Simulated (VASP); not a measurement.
Here is a VASP 6.6.1 calculation.

INCAR

```
PREC = Accurate
ENCUT = 520
EDIFF = 1E-6
ISMEAR = 1
SIGMA = 0.3
LREAL = F
LASPH = T
NELM = 100
ALGO = Normal
ISIF = 2
LWAVE = F
LCHARG = F
GGA = PS
NBANDS = 25
```

KPOINTS

```
regular mesh
0
Gamma
  8 8 8
```

File POSCAR:

```
As2Se
1.0
   -3.5294180000      3.5294180000      2.6535710000
    3.5294180000     -3.5294180000      2.6535710000
    3.5294180000      3.5294180000     -2.6535710000
As Se
4 2
Direct
    0.8750000000      0.1250000000      0.7500000000
    0.3750000000      0.1250000000      0.2500000000
    0.8750000000      0.6250000000      0.7500000000
    0.8750000000      0.1250000000      0.2500000000
    0.5000000000      0.5000000000      0.0000000000
    0.2500000000      0.7500000000      0.5000000000
```

Potentials or basis: VASP PAW PBE potentials, release 64 (As, Se).

The run is started by

```sh
$ cat potpaw_PBE.64/As/POTCAR potpaw_PBE.64/Se/POTCAR > POTCAR
$ mpirun -np 1 vasp_std > vasp.out
```

(1) What does it give for the pressure?

(2) What does it give for the band gap on the k mesh?

Answers

(1) -3.3 GPa.

(2) zero (band 16 reaches 4.91 eV, above the bottom of band 17 at 4.51 eV).

Caveat: the PAW data sets were made with another functional, which shifts forces and pressure a little.
